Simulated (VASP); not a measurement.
# AlNi (P4/mmm) in VASP: further runs, part 2 of 2

VASP 6.6.1. Earlier steps stand in the parts before.

## 3. Single point, PBE

This run uses another cell than the first one, of 13.27 Å³/atom.

The input, INCAR:

```
SYSTEM = AlNi
PREC = Accurate
ENCUT = 520
EDIFF = 1E-6
ISMEAR = 0
SIGMA = 0.15
LREAL = .False.
LASPH = .True.
NELM = 80
ALGO = Fast
ISIF = 2
LWAVE = .False.
LCHARG = .False.
GGA = PE
NBANDS = 14
```

The input, KPOINTS:

```
Automatic mesh
0
Gamma
  16 16 16
  0 0 0
```

The input, POSCAR:

```
AlNi
1.0
    2.1107312062     -2.1106962774      0.0000000000
    2.1107312062      2.1106962774      0.0000000000
    0.0000000000      0.0000000000      2.9778000000
Al Ni
1 1
Direct
    0.0000000000      0.0000000000      0.0000000000
    0.5000000000      0.5000000000      0.5000000000
```

Potentials or basis: VASP PAW PBE potentials, release 64 (Al, Ni).

On the command line:

```bash
$ cat potpaw_PBE.64/Al/POTCAR potpaw_PBE.64/Ni/POTCAR > POTCAR
$ mpirun -np 1 vasp_std > vasp.out
```

OUTCAR:

```text
SYSTEM = AlNi
   PREC = Accurate
   ENCUT = 520
   EDIFF = 1E-6
   ISMEAR = 0
   LREAL = .False.
   LASPH = .True.
   NELM = 80
   ISIF = 2
   GGA = PE

 ion  position               nearest neighbor table
   1  0.000  0.000  0.000-   2 2.58   2 2.58   2 2.58   2 2.58   2 2.58   2 2.58   2 2.58   2 2.58

   2  0.500  0.500  0.500-   1 2.58   1 2.58   1 2.58   1 2.58   1 2.58   1 2.58   1 2.58   1 2.58

  LATTYP: Found a base centered orthorhombic cell.
 ALAT       =     4.2213925548
 B/A-ratio  =     1.0000165485
 C/A-ratio  =     0.7054070337

  Lattice vectors:

 A1 = (  -2.1107312062,  -2.1106962774,   0.0000000000)
 A2 = (   2.1107312062,  -2.1106962774,   0.0000000000)
 A3 = (   0.0000000000,   0.0000000000,   2.9778000000)

Analysis of symmetry for initial positions (statically):
=====================================================================
 Subroutine PRICEL returns:
 Original cell was already a primitive cell.

 Routine SETGRP: Setting up the symmetry group for a
 base centered orthorhombic supercell.

 Subroutine GETGRP returns: Found  8 space group operations
 (whereof  8 operations were pure point group operations)
 out of a pool of  8 trial point group operations.

The static configuration has the point symmetry D_2h.

Analysis of symmetry for dynamics (positions and initial velocities):
=====================================================================
 Subroutine PRICEL returns:
 Original cell was already a primitive cell.

 Routine SETGRP: Setting up the symmetry group for a
 base centered orthorhombic supercell.

 Subroutine GETGRP returns: Found  8 space group operations
 (whereof  8 operations were pure point group operations)
 out of a pool of  8 trial point group operations.

The dynamic configuration has the point symmetry D_2h.

 Subroutine INISYM returns: Found  8 space group operations
 (whereof  8 operations are pure point group operations),
 and found     1 'primitive' translations

----------------------------------------------------------------------------------------

[... 124 lines left out ...]
 RMM-DIIS sequential band-by-band and
 Gauss-broadening in eV      SIGMA  =   0.15
  energy-cutoff  :      520.00
  volume of cell :       26.53
 maximum number of plane-waves:       739
 NGX is ok and might be reduce to    24
   NGX = 11   NGY = 11   NGZ = 11

 number of electron      12.9999993 magnetization

 Free energy of the ion-electron system (eV)
  ---------------------------------------------------
  ext. energy  EPLUGINS =         0.00000000
  ---------------------------------------------------
  free energy    TOTEN  =       -10.45074005 eV

  energy without entropy =      -10.44116995  energy(sigma->0) =      -10.44595500

 E-fermi :   8.7209     XC(G=0): -11.5585

 val. band max:        8.7206259687   @ k =   0.3125   0.0000   0.0625
 cond. band min:       8.7263190462   @ k =  -0.3125   0.1250   0.3750
 fundamental gap:      0.0056930775
 Fermi energy:         8.7208789986

 k-point     1 :       0.0000    0.0000    0.0000
  band No.  band energies     occupation
      1      -1.6860      2.00000
      2       5.9534      2.00000
      3       5.9551      2.00000
      4       7.3709      2.00000
      5       7.3767      2.00000
      6       7.3767      2.00000
      7      13.7675      0.00000
      8      13.7676      0.00000
      9      13.8473      0.00000
     10      16.5033      0.00000
     11      16.5223      0.00000
     12      20.6813      0.00000
     13      28.4288      0.00000
     14      28.4802      0.00000
[... 377 lines left out ...]
      1      -1.5526      2.00000
      2       5.9531      2.00000
      3       5.9728      2.00000
      4       7.3145      2.00000
      5       7.3452      2.00000
      6       7.3601      2.00000
      7      13.0039      0.00000
      8      13.2520      0.00000
      9      14.0226      0.00000
     10      16.8621      0.00000
     11      17.4893      0.00000
     12      21.1703      0.00000
     13      26.6975      0.00000
     14      27.6330      0.00000

 [... further k-points ...]

------------------------ aborting loop because EDIFF is reached ----------------------------------------

  FORCE on cell =-STRESS in cart. coord.  units (eV):
  Direction    XX          YY          ZZ          XY          YZ          ZX
  --------------------------------------------------------------------------------------
  -------------------------------------------------------------------------------------
  Total       -1.8666820     -1.8662344     -1.8445607      0.0000000      0.0000000      0.0000000
  in kB     -112.7188982   -112.6918692   -111.3831074      0.0000000      0.0000000      0.0000000
  external PRESSURE =    -112.2646249 kB  Pullay stress =       0.0000000 kB

 VOLUME and BASIS-vectors are now :
 -----------------------------------------------------------------------------
  energy-cutoff  :      520.00
  volume of cell :       26.53
      direct lattice vectors                 reciprocal lattice vectors
     2.110731206 -2.110696277  0.000000000     0.236884734 -0.236888654  0.000000000
     2.110731206  2.110696277  0.000000000     0.236884734  0.236888654  0.000000000
     0.000000000  0.000000000  2.977800000     0.000000000  0.000000000  0.335818389

 POSITION                                       TOTAL-FORCE (eV/Angst)
 -----------------------------------------------------------------------------------
      0.00000      0.00000      0.00000        -0.000000      0.000000      0.000000
      2.11073      0.00000      1.48890         0.000000     -0.000000      0.000000
 -----------------------------------------------------------------------------------
    total drift:                                0.000000     -0.000000     -0.000000

  FREE ENERGIE OF THE ION-ELECTRON SYSTEM (eV)
  ---------------------------------------------------
  free  energy   TOTEN  =       -10.4507400484 eV

  energy  without entropy=      -10.4411699458  energy(sigma->0) =      -10.44595500
```

OSZICAR:

```text
N       E                     dE             d eps       ncg     rms          rms(c)
DAV:   1     0.395105311552E+02    0.39511E+02   -0.53397E+03 18676   0.944E+02
DAV:   2    -0.100506554151E+02   -0.49561E+02   -0.44822E+02 19638   0.174E+02
DAV:   3    -0.117384454611E+02   -0.16878E+01   -0.16703E+01 23642   0.358E+01
DAV:   4    -0.117615564338E+02   -0.23111E-01   -0.23104E-01 21718   0.383E+00
DAV:   5    -0.117622594946E+02   -0.70306E-03   -0.70305E-03 24030   0.725E-01    0.112E+01
RMM:   6    -0.141291749155E+02   -0.23669E+01   -0.15094E+01 22156   0.481E+01    0.178E+01
RMM:   7    -0.104721882297E+02    0.36570E+01   -0.43667E+00 20324   0.253E+01    0.960E-01
RMM:   8    -0.104599136876E+02    0.12275E-01   -0.10788E-01 19342   0.312E+00    0.667E-01
RMM:   9    -0.104540401978E+02    0.58735E-02   -0.28728E-02 20491   0.953E-01    0.501E-01
RMM:  10    -0.104507144860E+02    0.33257E-02   -0.53847E-03 22409   0.896E-01    0.836E-02
RMM:  11    -0.104509323045E+02   -0.21782E-03   -0.55025E-04 24163   0.280E-01    0.138E-01
RMM:  12    -0.104507299311E+02    0.20237E-03   -0.40308E-04 23750   0.223E-01    0.196E-02
RMM:  13    -0.104507377802E+02   -0.78491E-05   -0.79661E-05 24849   0.607E-02    0.159E-02
RMM:  14    -0.104507394419E+02   -0.16617E-05   -0.15422E-05 25426   0.261E-02    0.156E-02
RMM:  15    -0.104507400484E+02   -0.60650E-06   -0.13520E-06 13802   0.930E-03
   1 F= -.10450740E+02 E0= -.10445955E+02  d E =-.957010E-02
```

Wall time 2.1 min (1 thread of Intel Xeon 6975P-C, shared host); peak memory 0.35 GiB.

Results:

```yaml
Free_energy: -10.4507 eV
Pressure: -11.2 GPa
Band_gap_on_the_k_mesh: zero (an odd number of electrons rules out a gap without spin polarisation)
```

Levels at points of the mesh, in eV from the Fermi level:
| k point | band 4 | band 5 | band 6 | band 7 | band 8 | band 9 | band 10 | band 11 |
| --- | --- | --- | --- | --- | --- | --- | --- | --- |
| (0.00, 0.00, 0.00) | -1.35 | -1.34 | -1.34 | 5.05 | 5.05 | 5.13 | 7.78 | 7.80 |
| (0.50, 0.00, 0.00) | -1.96 | -1.95 | -1.27 | -0.60 | 8.14 | 9.49 | 9.56 | 9.86 |
| (0.50, 0.50, 0.00) | -2.61 | -1.79 | -1.79 | -0.90 | 1.29 | 1.98 | 11.19 | 14.36 |
| (0.00, 0.00, 0.50) | -1.96 | -1.96 | -1.27 | -0.58 | 8.14 | 9.50 | 9.50 | 9.89 |
| (0.50, 0.00, 0.50) | -2.59 | -1.80 | -1.80 | -0.89 | 1.31 | 2.00 | 11.14 | 14.30 |
| (0.50, 0.50, 0.50) | -0.87 | -0.87 | 2.08 | 2.08 | 2.09 | 2.81 | 3.99 | 4.02 |

Caveat: the cell stands under tension. Spin polarisation is off, so any magnetic state and its effect on volume and gap are missing.

## 4. Single point, PBE

This run uses another cell than the first one, of 13.34 Å³/atom.

Edit INCAR of step 3 so:

```diff
@@ -3,3 +3,3 @@
 ENCUT = 520
-EDIFF = 1E-6
+EDIFF = 1E-7
 ISMEAR = 0
@@ -8,3 +8,3 @@
 LASPH = .True.
-NELM = 80
+NELM = 100
 ALGO = Fast
```

KPOINTS is that of step 3.

The input, POSCAR:

```
AlNi
1.0
    2.1447433238     -2.1447078321      0.0000000000
    2.1447433238      2.1447078321      0.0000000000
    0.0000000000      0.0000000000      2.9004437058
Al Ni
1 1
Direct
    0.0000000000      0.0000000000      0.0000000000
    0.5000000000      0.5000000000      0.5000000000
```

On the command line:

```bash
$ cat potpaw_PBE.64/Al/POTCAR potpaw_PBE.64/Ni/POTCAR > POTCAR
$ mpirun -np 1 vasp_std > vasp.out
```

It took 2 min on 1 thread of Intel Xeon 6975P-C, shared host; peak memory 0.35 GiB.

It converged, with:

- Free energy: -10.4327 eV
- Pressure: -12.5 GPa
- Band gap on the k mesh: zero (an odd number of electrons rules out a gap without spin polarisation)

Stress tensor (GPa, compression positive):
```
-13.39   0.00   0.00
  0.00 -13.38   0.00
  0.00   0.00 -10.58
```

Levels at points of the mesh, in eV from the Fermi level:
| k point | band 3 | band 4 | band 5 | band 6 | band 7 | band 8 | band 9 | band 10 | band 11 | band 12 |
| --- | --- | --- | --- | --- | --- | --- | --- | --- | --- | --- |
| (0.00, 0.00, 0.00) | -2.73 | -1.40 | -1.29 | -1.29 | 4.57 | 4.57 | 6.06 | 7.59 | 7.83 | 12.00 |
| (0.50, 0.00, 0.00) | -2.37 | -2.02 | -1.80 | -1.23 | -0.68 | 8.06 | 8.97 | 9.31 | 10.40 | 10.54 |
| (0.50, 0.50, 0.00) | -2.76 | -2.76 | -1.67 | -1.67 | -0.94 | 1.04 | 1.74 | 11.79 | 14.89 | 14.92 |
| (0.00, 0.00, 0.50) | -2.30 | -2.01 | -2.01 | -1.31 | -0.40 | 8.15 | 9.15 | 9.15 | 9.73 | 9.73 |
| (0.50, 0.00, 0.50) | -2.61 | -2.38 | -1.85 | -1.81 | -0.87 | 1.45 | 2.08 | 10.79 | 13.78 | 13.96 |
| (0.50, 0.50, 0.50) | -3.58 | -0.91 | -0.81 | 2.08 | 2.08 | 2.14 | 2.77 | 3.69 | 4.14 | 4.14 |

Caveat: the cell stands under tension. Spin polarisation is off, so any magnetic state and its effect on volume and gap are missing.

## 5. The runs side by side

```tsv
cell	further INCAR settings	gap on the mesh (eV)	pressure (GPa)
a = 2.937, b = 2.937, c = 3.055 Å, 2 atoms	ALGO = Fast; EDIFF = 1e-06; NBANDS = 14	none	-11.3
a = 2.985, b = 2.985, c = 2.978 Å, 2 atoms	ALGO = Fast; EDIFF = 1e-06; NBANDS = 14	none	-11.2
a = 3.033, b = 3.033, c = 2.900 Å, 2 atoms	ALGO = Fast; EDIFF = 1e-07; NBANDS = 14	none	-12.5
```

Alike in all rows: task single point; level PBE; potentials or basis VASP PAW PBE potentials, release 64 (Al, Ni); no spin polarisation; k mesh 16 × 16 × 16; cutoff (eV) 520; smearing gaussian 0.15 eV.

Caveats: the cell stands under tension.

Total energies depend on the potentials used, so only differences within one code and one set of settings carry meaning.
